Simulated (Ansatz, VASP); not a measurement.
One calculation of Re, two programs

INCAR

```
SYSTEM = Re
  ALGO = Normal
  EDIFF = 1E-8
  ENCUT = 520
  GGA = PE
  ISIF = 2
  ISMEAR = -1
  LASPH = .True.
  LCHARG = .False.
  LEFG = .True.
  LREAL = .False.
  LWAVE = .False.
  NBANDS = 10
  NELM = 60
  PREC = Accurate
  SIGMA = 0.03
```

Contents of KPOINTS:

```
k-points
0
Gamma
  14 14 14
  0 0 0
```

Contents of POSCAR:

```
Re
1.0
    0.0000000000      1.9750000000      2.0145000000
    1.9750000000      0.0000000000      2.0145000000
    1.9750000000      1.9750000000      0.0000000000
Re
1
Direct
    0.0000000000      0.0000000000      0.0000000000
```

Input for Ansatz:

```yaml
crystal:
  lattice:
    - [0.0, 1.975, 2.0145]
    - [1.975, 0.0, 2.0145]
    - [1.975, 1.975, 0.0]
  atoms:
    - { symbol: Re, position: [0.0, 0.0, 0.0] }
kpoints:
  mp_grid: { grid: [14, 14, 14] }
scf:
  occupations: { method: fermi_dirac, width: 0.03 }
hamiltonian:
  xc: pbe
  pseudopotentials: { kind: paw }
output:
  forces: true
  stress: true
  eigenvalues: true
  efg: { contact_densities: true }
```

Change from the starting cell: zz strain of +2 %, PAW files.

Alike in both runs: task electric field gradients; functional PBE; k mesh 14 × 14 × 14; occupations fermi-dirac, width 0.03 eV; no spin polarisation.

```csv
,VASP,Ansatz
version,VASP 6.6.1,Ansatz 0.2.0
potentials or method,"VASP PAW PBE potentials, release 64 (Re)","PAW with Ansatz's default frozen-core files, scalar-relativistic"
plane-wave cutoff (eV),520,420
valence electrons in the cell,7,15
```

|  | VASP | Ansatz | Ansatz less VASP |
| --- | --- | --- | --- |
| pressure (GPa) | -15.9 | -15.2 | +0.77 |
| traceless stress, the component that is largest in VASP (GPa) | -2.75 | -2.74 | +0.008 |
| size of Vzz on the site where it differs most (V/Å²) | 13.1 | 17.3 | +4.20 |

VASP's potentials hold 7 valence electrons a cell and Ansatz's 15, so a difference there can come from the potentials and not from the codes.

Spin-orbit coupling is off throughout.
